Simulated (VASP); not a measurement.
Crystal: MnS.

```xyz
2
Lattice="0.0000 2.8000 2.8000 2.8000 0.0000 2.8000 2.8000 2.8000 0.0000" Properties=species:S:1:pos:R:3 pbc="T T T"
Mn    0.0000    0.0000    0.0000
S     1.4000    1.4000    1.4000
```

Base run:

- Program: VASP 6.6.1
- Functional: PBEsol
- Dispersion: D4
- Potentials or basis: VASP PAW PBE potentials, release 64 (Mn_pv, S)
- Cutoff: 520 eV
- k mesh: 6 × 6 × 6
- Occupations: methfessel-paxton, width 0.15 eV
- Spin: collinear spin, ferromagnetic start
- Starting moments: [1.36, -0.1] μB
- Fixed moment: 1.2 μB

Its results: pressure -23.6 GPa; site moments Mn +1.28; S -0.08 μB.

Q: The run is repeated on the same cell with these changes: fixed moment from 1.2 μB to 3.6 μB; moments at the start from [1.36, -0.1] to [3.66, -0.07]. What comes out?

A: Pressure -13.4 GPa; site moments Mn +3.46; S -0.07 μB.

Caveats: the cell stands under tension; the PAW data sets were made with another functional, which shifts forces and pressure a little; the total moment is fixed, so each spin has its own Fermi level; a cell with one magnetic atom can't hold antiferromagnetic order, which such compounds often take.
